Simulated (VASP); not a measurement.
Set up this calculation in VASP 6.6.1, as the native input.

```
Task                   : single point
Functional             : PBE
Potentials or basis    : VASP PAW PBE potentials, release 64 (Ti_sv, Si)
Cutoff                 : 520 eV
k mesh                 : 12 × 12 × 12
Occupations            : gaussian, width 0.15 eV
Spin                   : no spin polarisation
Dipole correction      : no
Further INCAR settings : ALGO = Normal; EDIFF = 1e-06; NBANDS = 29
```

The structure of TiSi2 lies in POSCAR:

```
TiSi2
1.0
    1.6907874325     -6.8647156302      0.0000000000
    1.6907874325      6.8647156302      0.0000000000
    0.0000000000      0.0000000000      3.4118004604
Ti Si
2 4
Direct
    0.8968075259      0.1031924741      0.7500000000
    0.1031924741      0.8968075259      0.2500000000
    0.5591373592      0.4408626408      0.7500000000
    0.4408626408      0.5591373592      0.2500000000
    0.2498287182      0.7501712818      0.7500000000
    0.7501712818      0.2498287182      0.2500000000
```

One way to write it, as run:

INCAR

```
  PREC = Accurate
  ENCUT = 520
  EDIFF = 1E-6
  ISMEAR = 0
  SIGMA = 0.15
  LREAL = F
  LASPH = T
  NELM = 80
  ALGO = Normal
  ISIF = 2
  LWAVE = F
  LCHARG = F
  GGA = PE
  NBANDS = 29
```

KPOINTS

```
Automatic mesh
0
Gamma
  12 12 12
```

Potentials or basis: VASP PAW PBE potentials, release 64 (Ti_sv, Si).

Command:

```bash
$ cat potpaw_PBE.64/Ti_sv/POTCAR potpaw_PBE.64/Si/POTCAR > POTCAR
$ mpirun -np 1 vasp_std > vasp.out
```

It gave:

```json
{"Pressure": "15.9 GPa", "Largest force": "0.318 eV/Å", "Band gap on the k mesh": "zero (bands 20 and 21 overlap by 1.03 eV)"}
```

Caveat: the stress differs along the axes, from 3 to 23 GPa.

It took 13 min on 1 thread of AMD EPYC 9R45 (Zen 5), on a shared host, peak memory 0.64 GiB.
